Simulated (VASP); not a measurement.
Wanted: the native input for a VASP 6.6.1 run.

| Item | Value |
| --- | --- |
| Task | single point |
| Functional | LDA |
| Potentials or basis | VASP PAW LDA potentials, release 64 (Ca_sv, F) |
| Cutoff | 600 eV |
| k mesh | 6 × 6 × 6 |
| Occupations | gaussian, width 0.01 eV |
| Spin | no spin polarisation |
| Dipole correction | no |
| Further INCAR settings | ALGO = Normal; EDIFF = 1e-06; NBANDS = 19 |

The structure of CaF2 (Fluorite) lies in POSCAR:

```
CaF2
1.0
    0.0000000000      2.6561400844      2.6561400844
    2.6561400844      0.0000000000      2.6561400844
    2.6561400844      2.6561400844      0.0000000000
Ca F
1 2
Direct
    0.0000000000      0.0000000000      0.0000000000
    0.2500000000      0.2500000000      0.2500000000
    0.7500000000      0.7500000000      0.7500000000
```

The input as run:

INCAR

```
PREC = Accurate ; ENCUT = 600
EDIFF = 1E-6 ; ISMEAR = 0
SIGMA = 0.01 ; LREAL = F
LASPH = T ; NELM = 120
ALGO = Normal ; ISIF = 2
LWAVE = F ; LCHARG = F
GGA = CA ; NBANDS = 19
GGA_COMPAT = F
```

KPOINTS

```
Automatic mesh
0
Gamma
  6 6 6
```

Potentials or basis: VASP PAW LDA potentials, release 64 (Ca_sv, F).

The run is started by

```bash
$ cat potpaw_LDA.64/Ca_sv/POTCAR potpaw_LDA.64/F/POTCAR > POTCAR
$ mpirun -np 1 vasp_std > vasp.out
```

It gave:

| Item | Value |
| --- | --- |
| Pressure | 1.3 GPa |
| Band gap on the k mesh | 7.41 eV, indirect (least direct gap 7.68 eV) |

It took 17 s on 1 thread of Intel Xeon 6975P-C, on a shared host, peak memory 0.15 GiB.
